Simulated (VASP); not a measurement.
Runs of VASP 6.6.1 on Ru. The structure is that of space group P6_3/mmc (No. 194), or close to it. The cells are those of the table. 

```csv
cell,gap on the mesh (eV),pressure (GPa)
"a = 2.702, b = 2.702, c = 4.138 Å, angles 90.0, 90.0, 120.0°, 2 atoms",none,13.8
"a = 2.702, b = 2.702, c = 4.010 Å, angles 90.0, 90.0, 120.0°, 2 atoms",none,29.3
"a = 2.702, b = 2.702, c = 4.074 Å, angles 90.0, 90.0, 120.0°, 2 atoms",none,21.1
"a = 2.702, b = 2.702, c = 4.202 Å, angles 90.0, 90.0, 120.0°, 2 atoms",none,(a)
```

Alike in all rows: task single point; level r2SCAN; potentials or basis VASP PAW PBE potentials, release 64 (Ru_pv); no spin polarisation; k mesh 24 × 24 × 14; cutoff (eV) 520; smearing gaussian 0.15 eV.

Question: Fill in the values left out.

Answer: (a) 7.4.

Caveats: the PAW data sets were made with another functional, which shifts forces and pressure a little.

A k mesh can miss the band edges, and the runs leave out spin-orbit coupling on Ru.

A gap of «none» marks levels without a gap at the run's occupations.
